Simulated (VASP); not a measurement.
Set up this calculation in VASP 6.6.1, as the native input.

| Quantity | Value |
| --- | --- |
| Task | electric field gradients |
| Functional | PBE |
| Potentials or basis | VASP PAW PBE potentials, release 64 (Ti_sv, O) |
| Cutoff | 520 eV |
| k mesh | 7 × 7 × 10 |
| Occupations | fermi-dirac, width 0.05 eV |
| Spin | no spin polarisation |
| Dipole correction | no |
| Further INCAR settings | ALGO = Normal; EDIFF = 1e-08; NBANDS = 33 |

The structure of TiO2 lies in POSCAR:

```
TiO2
1.0
    4.5940000000     -0.0229700000     -0.0229700000
   -0.0229700000      4.5940000000     -0.0229700000
   -0.0147950000     -0.0147950000      2.9590000000
Ti O
2 4
Direct
    0.0000000000      0.0000000000      0.0000000000
    0.5000000000      0.5000000000      0.5000000000
    0.3060000000      0.3060000000      0.0000000000
    0.1940000000      0.8060000000      0.5000000000
    0.6940000000      0.6940000000      0.0000000000
    0.8060000000      0.1940000000      0.5000000000
```

This cell differs from its parent crystal: equal xy, yz and zx shear strains of -1 %.

The input as run:

INCAR

```
ALGO = Normal
EDIFF = 1E-8
ENCUT = 520
GGA = PE
ISIF = 2
ISMEAR = -1
LASPH = T
LCHARG = F
LEFG = T
LREAL = F
LWAVE = F
NBANDS = 33
NELM = 100
PREC = Accurate
SIGMA = 0.05
```

KPOINTS

```
k-points
0
Gamma
  7 7 10
```

Potentials or basis: VASP PAW PBE potentials, release 64 (Ti_sv, O).

Run with:

```console
$ cat potpaw_PBE.64/Ti_sv/POTCAR potpaw_PBE.64/O/POTCAR > POTCAR
$ mpirun -np 1 vasp_std > vasp.out
```

It gave:

- Pressure: 6.2 GPa
- Largest force: 0.284 eV/Å
- Band gap on the k mesh: 1.91 eV
- Largest electric field gradient by atom: Ti -22.0, -33.5; O +21.2, +23.7 (each value once) V/Å²

Caveat: the cell differs from its parent crystal (equal xy, yz and zx shear strains of -1 %); the cell stands under pressure; without QUAD_EFG the Cq values of the log hold for a quadrupole moment of 1 mb, not for the nuclei; an odd mesh through Γ misses points on the zone boundary, where band edges can lie.

Run time: 4.5 min on 1 thread of Intel(R) Xeon(R) Platinum 8259CL CPU @ 2.50GHz (Skylake/Cascade Lake), with other jobs on the host, peak memory 0.34 GiB.
